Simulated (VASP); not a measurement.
# TiSi2: single point with LDA

Crystal: TiSi2.

```xyz
3
Lattice="-1.4795 1.7146 4.2098 1.4795 -1.7146 4.2098 1.4795 1.7146 -4.2098" Properties=species:S:1:pos:R:3 pbc="T T T"
Ti    0.0000    0.0000    0.0000
Si    0.0000    0.0000    2.7354
Si    0.0000    0.0000    5.6841
```

This cell differs from its parent crystal: atoms shifted along a free coordinate.

```json
{
  "Program": "VASP 6.6.1",
  "Task": "single point",
  "Functional": "LDA",
  "Potentials or basis": "VASP PAW LDA potentials, release 64 (Ti_sv, Si)",
  "Cutoff": "520 eV",
  "k mesh": "18 × 18 × 18",
  "Occupations": "gaussian, width 0.15 eV",
  "Spin": "no spin polarisation",
  "Dipole correction": "no",
  "Further INCAR settings": "ALGO = Normal; EDIFF = 1e-06; NBANDS = 17"
}
```

The pressure is -7.0 GPa. The largest force is 0.435 eV/Å. The band gap on the k mesh is zero (bands 10 and 11 overlap by 2.22 eV).

Forces on the atoms (eV/Å):
```
Ti   0.000  0.000  0.000
Si   0.000  0.000  0.435
Si   0.000  0.000 -0.435
```

Stress tensor (GPa, compression positive):
```
-5.80  0.00  0.00
 0.00 -8.57  0.00
 0.00  0.00 -6.74
```

Levels at points of the mesh, in eV from the Fermi level:
| k point | band 7 | band 8 | band 9 | band 10 | band 11 | band 12 | band 13 | band 14 |
| --- | --- | --- | --- | --- | --- | --- | --- | --- |
| (0.00, 0.00, 0.00) | -4.05 | -2.26 | -0.56 | 0.59 | 1.87 | 2.35 | 3.38 | 3.72 |
| (0.50, 0.00, 0.00) | -4.15 | -3.62 | -0.68 | 0.96 | 1.95 | 2.53 | 3.47 | 4.30 |
| (0.00, 0.50, 0.00) | -3.42 | -3.23 | -0.85 | -0.46 | 0.93 | 2.56 | 3.27 | 4.11 |
| (0.50, 0.50, 0.00) | -5.11 | -4.84 | -2.92 | -1.22 | -0.39 | 2.55 | 2.83 | 3.01 |
| (0.50, 0.50, 0.50) | -1.42 | -1.26 | -0.45 | 0.48 | 1.90 | 2.22 | 2.41 | 3.66 |

Wall time 8.2 min on 1 thread of Intel(R) Xeon(R) 6975P-C (Granite Rapids), with other jobs on the host, peak memory 0.66 GiB.

Caveat: the cell differs from its parent crystal (atoms shifted along a free coordinate); the cell stands under tension.
